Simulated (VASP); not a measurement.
Write the native input for VASP 6.6.1 that does the following.

```
Task                   : single point
Functional             : r2SCAN
Potentials or basis    : VASP PAW PBE potentials, release 64 (Al, Pt)
Cutoff                 : 520 eV
k mesh                 : 9 × 9 × 9
Occupations            : methfessel-paxton, width 0.1 eV
Spin                   : no spin polarisation
Dipole correction      : no
Further INCAR settings : ALGO = Normal; EDIFF = 1e-07; NBANDS = 14
```

AlPt:

```
CELL_PARAMETERS angstrom
3.11202 0.00000 0.00000
0.00000 3.11202 0.00000
0.00000 0.00000 3.11202
ATOMIC_POSITIONS crystal
Al 0.00000 0.00000 0.00000
Pt 0.50000 0.50000 0.50000
```

The input as run:

POSCAR

```
AlPt
1.0
    3.1120204112      0.0000000000      0.0000000000
    0.0000000000      3.1120204112      0.0000000000
    0.0000000000      0.0000000000      3.1120204112
Al Pt
1 1
Direct
    0.0000000000      0.0000000000      0.0000000000
    0.5000000000      0.5000000000      0.5000000000
```

INCAR.step1

```
SYSTEM = AlPt
ALGO = Normal ; EDIFF = 1E-4
ENCUT = 520 ; GGA = PE
ISMEAR = 1 ; LASPH = .TRUE.
LCHARG = .FALSE. ; LREAL = .FALSE.
LWAVE = .TRUE. ; NBANDS = 14
NELM = 100 ; PREC = Accurate
SIGMA = 0.1
```

INCAR.step2

```
SYSTEM = AlPt
ALGO = Normal ; EDIFF = 1E-7
ENCUT = 520 ; ISIF = 2
ISMEAR = 1 ; ISTART = 1
LASPH = .TRUE. ; LCHARG = .FALSE.
LMIXTAU = .TRUE. ; LREAL = .FALSE.
LWAVE = .FALSE. ; METAGGA = R2SCAN
NBANDS = 14 ; NELM = 100
PREC = Accurate ; SIGMA = 0.1
```

KPOINTS

```
k-points
0
G
  9 9 9
  0 0 0
```

Potentials or basis: VASP PAW PBE potentials, release 64 (Al, Pt).

The run is started by

```console
$ cat potpaw_PBE.64/Al/POTCAR potpaw_PBE.64/Pt/POTCAR > POTCAR
$ cp INCAR.step1 INCAR
$ mpirun -np 1 vasp_std > vasp.out
$ cp INCAR.step2 INCAR
$ mpirun -np 1 vasp_std > vasp.out
```

It gave:

```yaml
Pressure: -8.5 GPa
```

Caveat: the PAW data sets were made with another functional, which shifts forces and pressure a little.

It took 47 s on 1 thread of Intel(R) Xeon(R) Platinum 8175M CPU @ 2.50GHz (Skylake/Cascade Lake), with other jobs on the host, peak memory 0.15 GiB.
